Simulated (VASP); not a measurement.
**LuAl3N4: single point with PBE**

Crystal: LuAl3N4.

```xyz
16
Lattice="6.5642 0.0000 0.0000 0.0000 5.6749 0.0000 0.0000 0.0000 5.1665" Properties=species:S:1:pos:R:3 pbc="T T T"
Lu    0.0000    4.7549   -0.0859
Lu    3.2821    0.9200    2.4973
Al    0.0000    1.0556    2.5630
Al    3.2821    4.6194   -0.0203
Al    1.6406    3.7463    2.5601
Al    4.9236    3.7463    2.5601
Al    4.9227    1.9286   -0.0232
Al    1.6415    1.9286   -0.0232
N     0.0000    1.1883    4.4698
N     3.2821    4.4866    1.8865
N     1.7919    3.6899    4.4570
N     4.7723    3.6899    4.4570
N     0.0000    4.8008    2.1907
N     5.0740    1.9850    1.8738
N     1.4902    1.9850    1.8738
N     3.2821    0.8741    4.7739
```

| Property | Result |
| --- | --- |
| Program | VASP 6.6.1 |
| Task | single point |
| Functional | PBE |
| Potentials or basis | VASP PAW PBE potentials, release 64 (Lu, Al, N) |
| Cutoff | 520 eV |
| k mesh | 2 × 2 × 2 |
| Occupations | gaussian, width 0.15 eV |
| Spin | no spin polarisation |
| Dipole correction | no |
| Further INCAR settings | LREAL = Auto; ALGO = Normal; EDIFF = 1e-07; NBANDS = 68 |

```yaml
Pressure: -0.1 GPa
Largest_force: 0.078 eV/Å
Band_gap_on_the_k_mesh: 3.22 eV, indirect (least direct gap 3.26 eV)
```

Forces in eV/Å, atoms in the order of the input:
```
Lu   0.000 -0.035 -0.022
Lu   0.000  0.035 -0.022
Al   0.000  0.022  0.017
Al   0.000 -0.022  0.017
Al   0.001 -0.027  0.015
Al  -0.001 -0.027  0.015
Al   0.001  0.027  0.015
Al  -0.001  0.027  0.015
N    0.000  0.061 -0.049
N    0.000 -0.061 -0.049
N    0.068 -0.020 -0.017
N   -0.068 -0.020 -0.017
N    0.000 -0.011  0.057
N    0.068  0.020 -0.017
N   -0.068  0.020 -0.017
N    0.000  0.011  0.057
```

Stress tensor (GPa, compression positive):
```
-0.02  0.00  0.00
 0.00 -0.21  0.00
 0.00  0.00 -0.07
```

Levels at points of the mesh, in eV from the valence-band top:
```tsv
k point	band 51	band 52	band 53	band 54	band 55	band 56	band 57	band 58
(0.00, 0.00, 0.00)	-0.46	-0.41	-0.14	-0.04	3.22	4.31	4.37	4.39
(0.50, 0.00, 0.00)	-0.41	-0.41	-0.08	-0.08	4.18	4.18	5.22	5.22
(0.00, 0.50, 0.00)	-0.28	-0.16	-0.11	-0.07	4.22	4.51	4.65	4.75
(0.50, 0.50, 0.00)	-0.18	-0.18	0.00	0.00	4.64	4.64	5.05	5.05
(0.00, 0.00, 0.50)	-0.43	-0.43	-0.28	-0.28	4.22	4.22	5.21	5.21
(0.50, 0.00, 0.50)	-0.45	-0.45	-0.11	-0.11	5.11	5.11	5.29	5.29
(0.00, 0.50, 0.50)	-0.51	-0.51	-0.23	-0.23	4.68	4.68	4.95	4.95
(0.50, 0.50, 0.50)	-0.34	-0.34	-0.01	-0.01	4.88	4.88	5.06	5.06
```

It took 3.7 min on 1 thread of Intel(R) Xeon(R) Platinum 8488C (Sapphire Rapids) (shared host), peak memory 0.31 GiB.

Caveat: the k points lie up to 0.61 Å⁻¹ apart; spin-orbit coupling is left out, which moves the levels of the heavy elements. As with any semilocal functional, this PBE gap is likely too small.
